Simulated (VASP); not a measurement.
A run of VASP 6.6.1:

File INCAR:

```
PREC = Accurate
ENCUT = 520
EDIFF = 1E-6
ISMEAR = 0
SIGMA = 0.05
LREAL = F
LASPH = T
NELM = 60
ALGO = Normal
ISIF = 2
LWAVE = F
LCHARG = F
GGA = PE
NBANDS = 11
```

The input KPOINTS:

```
regular mesh
0
Gamma
  12 12 12
```

Contents of POSCAR:

```
BN
1.0
    0.0000000000      1.9075444542      1.8123937807
    1.8123937807      0.0000000000      1.8123937807
    1.8123937807      1.9075444542      0.0000000000
B N
1 1
Direct
    0.0000000000      0.0000000000      0.0000000000
    0.7500000000      0.7500000000      0.7500000000
```

Potentials or basis: VASP PAW PBE potentials, release 64 (B, N).

Command:

```bash
$ cat potpaw_PBE.64/B/POTCAR potpaw_PBE.64/N/POTCAR > POTCAR
$ mpirun -np 1 vasp_std > vasp.out
```

Hardware: 1 thread of Intel(R) Xeon(R) 6975P-C (Granite Rapids) (shared host).

Question: Estimate the wall time of this run.

Answer: Wall time 7.5 s on 1 thread of Intel(R) Xeon(R) 6975P-C (Granite Rapids) (shared host), peak memory 0.13 GiB. Counts: scf iterations 12, k points 163.
